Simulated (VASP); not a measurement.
Wanted: the native input for a VASP 6.6.1 run.

```yaml
Task: single point
Functional: PBE
Potentials_or_basis: VASP PAW PBE potentials, release 64 (Be, S)
Cutoff: 520 eV
k_mesh: 8 × 8 × 8
Occupations: gaussian, width 0.02 eV
Spin: no spin polarisation
Dipole_correction: no
Further_INCAR_settings: ALGO = Normal; EDIFF = 1e-06; NBANDS = 11
```

The structure of BeS lies in POSCAR:

```
BeS
1.0
    0.0000000000      2.4132917974      2.4132917974
    2.4132917974      0.0000000000      2.4132917974
    2.4132917974      2.4132917974      0.0000000000
Be S
1 1
Direct
    0.0000000000      0.0000000000      0.0000000000
    0.2500000000      0.2500000000      0.2500000000
```

This cell differs from its parent crystal: volume scaled by 0.97.

One way to write it, as run:

INCAR

```
PREC = Accurate
ENCUT = 520
EDIFF = 1E-6
ISMEAR = 0
SIGMA = 0.02
LREAL = False
LASPH = True
NELM = 60
ALGO = Normal
ISIF = 2
LWAVE = False
LCHARG = False
GGA = PE
NBANDS = 11
```

KPOINTS

```
regular mesh
0
Gamma
  8 8 8
```

Potentials or basis: VASP PAW PBE potentials, release 64 (Be, S).

The run is started by

```sh
$ cat potpaw_PBE.64/Be/POTCAR potpaw_PBE.64/S/POTCAR > POTCAR
$ mpirun -np 1 vasp_std > vasp.out
```

It gave:

| Quantity | Value |
| --- | --- |
| Pressure | 3.0 GPa |
| Band gap on the k mesh | 3.08 eV, indirect (least direct gap 5.66 eV) |

It took 13 s on 1 thread of Intel Xeon 8259CL (shared host), peak memory 0.15 GiB.
